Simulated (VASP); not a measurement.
A run of VASP 6.6.1:

Contents of INCAR:

```
ALGO     = Normal         # electronic algorithm
EDIFF    = 1E-6           # SCF threshold, eV
ENCUT    = 520            # plane-wave cutoff, eV
GGA      = CA             # functional
ISIF     = 2              # what is computed and relaxed
ISMEAR   = 0              # smearing method
LASPH    = T              # aspherical terms in the spheres
LCHARG   = F              # write CHGCAR
LREAL    = F              # projectors in reciprocal space
LWAVE    = F              # write WAVECAR
NBANDS   = 21             # bands
NELM     = 100            # most SCF steps
PREC     = Accurate       # precision mode
SIGMA    = 0.15           # smearing width, eV
```

Contents of KPOINTS:

```
k-points
0
Gamma
  14 14 14
```

Contents of POSCAR:

```
Ge
1.0
    0.0000000000      2.9090873871      2.6139625797
    2.9090873871      0.0000000000      2.6139625797
    2.9090873871      2.9090873871      0.0000000000
Ge
2
Direct
    0.5000000000      0.5000000000      0.5000000000
    0.7500000000      0.7500000000      0.7500000000
```

Potentials or basis: VASP PAW LDA potentials, release 64 (Ge_d).

Run with:

```console
$ cat potpaw_LDA.64/Ge_d/POTCAR > POTCAR
$ mpirun -np 1 vasp_std > vasp.out
```

Hardware: 1 thread of Intel(R) Xeon(R) Platinum 8488C (Sapphire Rapids) (shared host).

**Question.** How long does it take, and how much memory?

**Answer.** It took 120 s on 1 thread of Intel(R) Xeon(R) Platinum 8488C (Sapphire Rapids) (shared host), peak memory 0.28 GiB. Counts: scf iterations 11, k points 244.
